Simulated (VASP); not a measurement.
A run of VASP 6.6.1 is set up as follows.

The input INCAR:

```
PREC = Accurate ; ENCUT = 520
EDIFF = 1E-7 ; ISMEAR = 0
SIGMA = 0.01 ; LREAL = False
LASPH = True ; NELM = 60
ALGO = Normal ; ISIF = 2
LWAVE = False ; LCHARG = False
GGA = PS ; NBANDS = 11
```

Contents of KPOINTS:

```
Automatic mesh
0
Gamma
  10 10 10
```

POSCAR

```
SiC
1.0
    2.2219829490      2.2219829490      0.0000000000
   -2.2219829490      2.2219829490      0.0000000000
    0.0000000000      2.2219829490      2.1522736800
Si C
1 1
Direct
    0.0000000000      0.0000000000      0.0000000000
    0.7500000000      0.2500000000      0.5000000000
```

Potentials or basis: VASP PAW PBE potentials, release 64 (Si, C).

Launch:

```bash
$ cat potpaw_PBE.64/Si/POTCAR potpaw_PBE.64/C/POTCAR > POTCAR
$ mpirun -np 1 vasp_std > vasp.out
```

(1) What does it give for the pressure?

(2) What does it give for the band gap on the k mesh?

Answers

(1) -5.5 GPa.

(2) 0.94 eV, indirect (least direct gap 4.38 eV).

Caveat: the cell differs from its parent crystal (in-plane strain +0.02); the PAW data sets were made with another functional, which shifts forces and pressure a little.
